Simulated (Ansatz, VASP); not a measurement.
## La3Si2O: VASP beside Ansatz

```xyz
12
Lattice="7.0783 0.0000 0.0000 -3.5391 6.1300 0.0000 0.0000 0.0000 13.0998" Properties=species:S:1:pos:R:3 pbc="T T T"
La   -1.5718    4.9941    3.2749
La    0.0000    2.2717    3.2749
La    1.5718    4.9941    3.2749
La    5.1109    1.1358    9.8248
La    3.5391    3.8583    9.8248
La    1.9673    1.1358    9.8248
Si    0.0000    0.0000    1.1813
Si    0.0000    0.0000    5.3686
Si    0.0000    0.0000   11.9184
Si    0.0000    0.0000    7.7312
O     0.0000    0.0000    3.2749
O     0.0000    0.0000    9.8248
```

Alike in both runs: functional PBE; k mesh 3 × 3 × 2; occupations gaussian, width 0.1 eV; no spin polarisation.

Ansatz relaxed the structure, and its values are those at the end. VASP's run is a single point on that final structure, the one shown.

|  | VASP | Ansatz |
| --- | --- | --- |
| version | VASP 6.6.1 | Ansatz 0.2.0 |
| potentials or method | VASP PAW PBE potentials, release 64 (La, Si, O), cutoff 520 eV | scalar-relativistic, plane waves, PAW |
| valence electrons in the cell | 94 | 94 |

Ansatz gave:

* gap on the k mesh at the Fermi level (eV): none
* pressure (GPa): 0.1
* rms of the force components (eV/Å): 0.004

Problem. Which values does VASP return?

Solution. gap on the k mesh at the Fermi level (eV): none; pressure (GPa): 0.1; rms of the force components (eV/Å): 0.010.

A gap of «none» marks a metal or a gap that the smearing closes. With one functional, cell and mesh, what is left measures potentials, basis and numerics.

Spin-orbit coupling is off throughout.
